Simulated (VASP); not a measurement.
**HfN: relaxation of cell and atoms with PBEsol**

Crystal: HfN.

```
Hf N
1.0
     3.13391    0.00000    0.00000
    -1.56696    2.71405    0.00000
     0.00000    0.00000    5.41677
Hf N
2 2
Direct
  0.66667 0.33333 0.75000
  0.33333 0.66667 0.25000
  0.00000 0.00000 0.00000
  0.00000 0.00000 0.50000
```

```yaml
Program: VASP 6.6.1
Task: relaxation of cell and atoms
Functional: PBEsol
Potentials_or_basis: VASP PAW PBE potentials, release 64 (Hf_pv, N)
Cutoff: 600 eV
k_mesh: 8 × 8 × 4
Occupations: methfessel-paxton, width 0.1 eV
Spin: no spin polarisation
Dipole_correction: no
Further_INCAR_settings: ALGO = Normal; EDIFF = 1e-06; IBRION = 2; EDIFFG = -0.01; NSW = 80; ISIF = 3
```

* Relaxed volume: 11.34 Å³/atom
* Relaxed cell: a = 3.118 Å, b = 3.118 Å, c = 5.387 Å, α = 90.00°, β = 90.00°, γ = 120.00°
* Space group after relaxing (to 0.05 Å): P6_3/mmc (No. 194)
* Energy gained by relaxing: 2.4 meV/atom
* Ionic steps: 3
* Pressure after relaxing: 0.0 GPa
* Band gap on the k mesh: zero (band 15 reaches 9.80 eV, above the bottom of band 16 at 7.44 eV)

Stress tensor (GPa, compression positive):
```
 0.02  0.00  0.00
 0.00  0.02  0.00
 0.00  0.00 -0.14
```

The path:
```tsv
step	energy change (eV)	largest force (eV/Å)	pressure (GPa)	volume (Å³)
1	0.0000	0.0000	-4.25	46.07
2	0.0254	0.0000	8.81	44.06
3	-0.0096	0.0000	-0.03	45.37
```

Final structure:
```
Hf N
1.0
     3.11849    0.00000    0.00000
    -1.55925    2.70069    0.00000
     0.00000    0.00000    5.38726
Hf N
2 2
Direct
  0.66667 0.33333 0.75000
  0.33333 0.66667 0.25000
  0.00000 0.00000 0.00000
  0.00000 0.00000 0.50000
```

Levels at points of the mesh, in eV from the Fermi level:
```
           k point  band 11  band 12  band 13  band 14  band 15  band 16  band 17  band 18  band 19
(0.00, 0.00, 0.00)    -4.61    -3.44    -3.44    -1.53    -0.47     0.88     0.88     1.33     2.03
(0.50, 0.00, 0.00)    -5.64    -5.38    -3.08    -2.68    -2.24     2.68     2.97     4.70     4.92
(0.00, 0.00, 0.50)    -4.26    -4.26    -4.26    -4.26     2.08     2.08     3.13     3.13     3.13
(0.50, 0.00, 0.50)    -5.37    -5.37    -4.34    -4.34    -0.09    -0.09     5.00     5.00     5.07
```

Wall time 42 s on 1 thread of AMD EPYC 9R45 96-Core Processor (Zen 5), with other jobs on the host, peak memory 0.17 GiB.

Caveat: the PAW data sets were made with another functional, which shifts forces and pressure a little; spin-orbit coupling is left out, which moves the levels of the heavy elements.
